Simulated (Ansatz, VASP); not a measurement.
# One calculation of InP, two programs

INCAR

```
PREC     = Accurate       # precision mode
ENCUT    = 520            # plane-wave cutoff, eV
EDIFF    = 1E-7           # SCF threshold, eV
ISMEAR   = -1             # smearing method
SIGMA    = 0.05           # smearing width, eV
LREAL    = F              # projectors in reciprocal space
LASPH    = T              # aspherical terms in the spheres
NELM     = 60             # most SCF steps
ALGO     = Normal         # electronic algorithm
ISIF     = 2              # what is computed and relaxed
LWAVE    = F              # write WAVECAR
LCHARG   = T              # write CHGCAR
GGA      = PE             # functional
LELF     = T              # ELF
LVHAR    = T            
NBANDS   = 16             # bands
```

Contents of KPOINTS:

```
regular mesh
0
Gamma
  13 13 13
```

File POSCAR:

```
InP
1.0
    0.0000000000      2.2692173750      2.2692173750
    2.2692173750      0.0000000000      2.2692173750
    2.2692173750      2.2692173750      0.0000000000
In P
1 1
Direct
    0.0000000000      0.0000000000      0.0000000000
    0.5000000000      0.5000000000      0.5000000000
```

Input for Ansatz:

```yaml
crystal:
  lattice:
    - [0.0, 2.269217375, 2.269217375]
    - [2.269217375, 0.0, 2.269217375]
    - [2.269217375, 2.269217375, 0.0]
  atoms:
    - { symbol: In, position: [0.0, 0.0, 0.0] }
    - { symbol: P, position: [0.5, 0.5, 0.5] }
kpoints:
  mp_grid: { grid: [13, 13, 13] }
  band_path:
    path:
      - [0.0, 0.0, 0.0]
      - [0.5, 0.0, 0.5]
      - [0.625, 0.25, 0.625]
      - [0.375, 0.375, 0.75]
      - [0.0, 0.0, 0.0]
      - [0.5, 0.5, 0.5]
      - [0.5, 0.25, 0.75]
      - [0.5, 0.0, 0.5]
    npoints: 8
scf:
  occupations: { method: fermi_dirac, width: 0.05 }
hamiltonian:
  xc: pbe
  pseudopotentials: { kind: all_electron, lapw: { basis_error: 0.001 } }
output:
  forces: true
  stress: true
  eigenvalues: true
  populations: true
  dos: { projected: true, de: 0.2, e_range: [-14, 8] }
```

Change from the starting cell: volume scaled by 0.55, LAPW.

Alike in both runs: task single point; functional PBE; k mesh 13 × 13 × 13; occupations fermi-dirac, width 0.05 eV; no spin polarisation.

|  | VASP | Ansatz |
| --- | --- | --- |
| version | VASP 6.6.1 | Ansatz 0.2.0 |
| potentials or method | VASP PAW PBE potentials, release 64 (In_d, P), cutoff 520 eV | all-electron LAPW, scalar-relativistic |

```tsv
	VASP	Ansatz	Ansatz less VASP
pressure (GPa)	175.5	175.8	+0.32
```

Both programs put the cell under a high pressure, so it lies far from rest at this level. Ansatz ran all-electron here, and VASP with PAW potentials.

Noted on VASP's run: the cell as given lies far from equilibrium.
